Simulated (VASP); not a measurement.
## Rb: single point with LDA

The system is Rb.

```
CELL_PARAMETERS angstrom
-2.83163 2.83163 2.43860
2.83163 -2.83163 2.43860
2.83163 2.83163 -2.43860
ATOMIC_POSITIONS crystal
Rb 0.00000 0.00000 0.00000
```

```json
{
  "Program": "VASP 6.6.1",
  "Task": "single point",
  "Functional": "LDA",
  "Potentials or basis": "VASP PAW LDA potentials, release 64 (Rb_sv)",
  "Cutoff": "520 eV",
  "k mesh": "14 × 14 × 14",
  "Occupations": "gaussian, width 0.15 eV",
  "Spin": "no spin polarisation"
}
```

```json
{
 "Pressure": "0.0 GPa",
 "Band gap on the k mesh": "zero (an odd number of electrons rules out a gap without spin polarisation)"
}
```

Stress tensor (GPa, compression positive):
```
-0.07  0.00  0.00
 0.00 -0.07  0.00
 0.00  0.00  0.12
```

Levels at points of the mesh, in eV from the Fermi level:
| k point | band 2 | band 3 | band 4 | band 5 | band 6 | band 7 | band 8 | band 9 |
| --- | --- | --- | --- | --- | --- | --- | --- | --- |
| (0.00, 0.00, 0.00) | -12.80 | -12.80 | -12.80 | -2.19 | 3.19 | 4.09 | 4.09 | 4.19 |
| (0.50, 0.00, 0.00) | -12.97 | -12.86 | -12.82 | 0.27 | 1.13 | 2.30 | 4.51 | 5.47 |
| (0.50, 0.50, 0.00) | -12.97 | -12.84 | -12.80 | -0.02 | 0.73 | 3.21 | 4.01 | 5.03 |
| (0.50, 0.50, 0.50) | -12.93 | -12.93 | -12.88 | 0.97 | 1.31 | 3.16 | 3.16 | 4.81 |

Run time: 70 s on 1 thread of Intel(R) Xeon(R) Platinum 8488C (Sapphire Rapids), on a shared host, peak memory 0.3 GiB.
